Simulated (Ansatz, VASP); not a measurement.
NaBeBr3: VASP beside Ansatz

```
Na Be Br
1.0
     4.82000    0.00000    0.00000
     0.00000    4.82000    0.00000
     0.00000    0.00000    4.82000
Na Be Br
1 1 3
Cartesian
  0.0000 0.0000 0.0000
  2.4100 2.4100 2.4100
  2.4100 2.4100 0.0000
  2.4100 0.0000 2.4100
  0.0000 2.4100 2.4100
```

Alike in both runs: task single point; functional PBE; k mesh 4 × 4 × 4; occupations gaussian, width 0.05 eV; no spin polarisation.

|  | VASP | Ansatz |
| --- | --- | --- |
| version | VASP 6.6.1 | Ansatz 0.2.0 |
| potentials or method | VASP PAW PBE potentials, release 64 (Na_pv, Be, Br), cutoff 520 eV | scalar-relativistic, plane waves, PAW |
| valence electrons in the cell | 30 | 32 |

|  | VASP | Ansatz | Ansatz less VASP |
| --- | --- | --- | --- |
| gap on the k mesh at the Fermi level (eV) | 1.02 | 1.02 | -0.004 |
| least direct gap on the mesh (eV) | 1.87 | 1.87 | -0.003 |
| pressure (GPa) | 3.4 | 3.4 | -0.01 |

With one functional, cell and mesh, what is left measures potentials, basis and numerics. VASP's potentials hold 30 valence electrons a cell and Ansatz's 32, so a difference there can come from the potentials and not from the codes.
